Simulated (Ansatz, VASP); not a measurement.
KTaO3 in VASP and in Ansatz

```
K Ta O
1.0
     3.91033    0.00000    0.00000
     0.00000    3.91033    0.00000
     0.00000    0.00000    4.02042
K Ta O
1 1 3
Direct
  0.00000 0.00000 0.00000
  0.50000 0.50000 0.50000
  0.50000 0.50000 0.00000
  0.50000 0.00000 0.50000
  0.00000 0.50000 0.50000
```

Change from the starting cell: epitaxial_xy strain -2.0%.

Alike in both runs: task single point; functional HSE06; k mesh 4 × 4 × 4; no spin polarisation.

```csv
,VASP,Ansatz
version,VASP 6.6.1,Ansatz 0.2.0
potentials or method,"VASP PAW PBE potentials, release 64 (K_sv, Ta_pv, O)","plane waves, PAW"
plane-wave cutoff (eV),520,420
occupations,"gaussian, width 0.01 eV",fixed
valence electrons in the cell,38,40
```

|  | VASP | Ansatz | Ansatz less VASP |
| --- | --- | --- | --- |
| gap on the k mesh at the Fermi level (eV) | 3.53 | 3.62 | +0.089 |
| pressure (GPa) | 7.5 | 7.1 | -0.43 |
| traceless stress, the component that is largest in VASP (GPa) | -7.77 | -7.68 | +0.091 |

VASP's potentials hold 38 valence electrons a cell and Ansatz's 40, so a difference there can come from the potentials and not from the codes. Ansatz's warnings: stress exchange threshold loose, stress scf threshold loose.

Spin-orbit coupling is off throughout.
